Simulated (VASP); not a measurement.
Write the native input for VASP 6.6.1 that does the following.

| Property | Result |
| --- | --- |
| Task | electric field gradients |
| Functional | PBE |
| Potentials or basis | VASP PAW PBE potentials, release 64 (Si, Ni) |
| Cutoff | 520 eV |
| k mesh | 8 × 10 × 6 |
| Occupations | fermi-dirac, width 0.15 eV |
| Spin | no spin polarisation |
| Dipole correction | no |
| Further INCAR settings | ALGO = Normal; EDIFF = 1e-08; NBANDS = 38 |

The structure of SiNi lies in POSCAR:

```
SiNi
1.0
    5.1766382980      0.0000000000      0.0000000000
    0.0000000000      3.3551508194      0.0000000000
    0.0000000000      0.0000000000      5.6374547187
Si Ni
4 4
Direct
    0.3208622683      0.7500000000      0.0826390017
    0.1791377317      0.2500000000      0.5826390017
    0.8208622683      0.7500000000      0.4173609983
    0.6791377317      0.2500000000      0.9173609983
    0.0079803471      0.2500000000      0.1887436909
    0.4920196529      0.7500000000      0.6887436909
    0.5079803471      0.2500000000      0.3112563091
    0.9920196529      0.7500000000      0.8112563091
```

The input as run:

INCAR

```
SYSTEM = SiNi
PREC = Accurate
ENCUT = 520
EDIFF = 1E-8
ISMEAR = -1
SIGMA = 0.15
LREAL = .FALSE.
LASPH = .TRUE.
NELM = 60
ALGO = Normal
ISIF = 2
LWAVE = .FALSE.
LCHARG = .FALSE.
GGA = PE
LEFG = .TRUE.
NBANDS = 38
```

KPOINTS

```
Automatic mesh
0
G
  8 10 6
  0 0 0
```

Potentials or basis: VASP PAW PBE potentials, release 64 (Si, Ni).

Command:

```bash
$ cat potpaw_PBE.64/Si/POTCAR potpaw_PBE.64/Ni/POTCAR > POTCAR
$ mpirun -np 1 vasp_std > vasp.out
```

Results of the run:

```
Pressure               : 0.0 GPa
Largest force          : 0.010 eV/Å
Band gap on the k mesh : zero (band 28 reaches 11.25 eV, above the bottom of band 29 at 9.50 eV)
```

Caveat: without QUAD_EFG the Cq values of the log hold for a quadrupole moment of 1 mb, not for the nuclei.

Run time: 7.9 min on 1 thread of AMD EPYC 7R43 64-Core Processor (Zen 3) (shared host), peak memory 0.42 GiB.
